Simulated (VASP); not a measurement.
LiC6, 7 atoms in the cell. It takes space group P6/mmm (No. 191, hexagonal). The conventional cell has a = 4.266 Å, b = 4.266 Å, c = 3.623 Å, α = 90.00°, β = 90.00°, γ = 120.00°. Li (site symmetry 6/mmm) has 12 C at 2.30 Å within 3.0 Å. Within 1.9 Å of C (site symmetry m2m) lie 3 C at 1.42 Å. 

- Program: VASP 6.6.1
- Task: relaxation of shape and atoms at fixed volume
- Functional: PBEsol
- Potentials or basis: VASP PAW PBE potentials, release 64 (Li_sv, C)
- Cutoff: 600 eV
- k mesh: 12 × 12 × 10
- Occupations: gaussian, width 0.1 eV
- Spin: no spin polarisation
- Dipole correction: no
- Further INCAR settings: ALGO = Normal; EDIFF = 1e-06; IBRION = 2; EDIFFG = -0.01; NSW = 50; ISIF = 4

Potentials or basis: VASP PAW PBE potentials, release 64 (Li_sv, C).

The run is started by

```sh
$ cat potpaw_PBE.64/Li_sv/POTCAR potpaw_PBE.64/C/POTCAR > POTCAR
$ mpirun -np 1 vasp_std > vasp.out
```

Hardware: 1 thread of Intel Xeon 8259CL, with other jobs on the host.

Question: Estimate the wall time of this run.

Answer: It took 3.8 min on 1 thread of Intel Xeon 8259CL (shared host), peak memory 0.26 GiB. Counts: scf iterations 25, k points 114, ion steps 3.
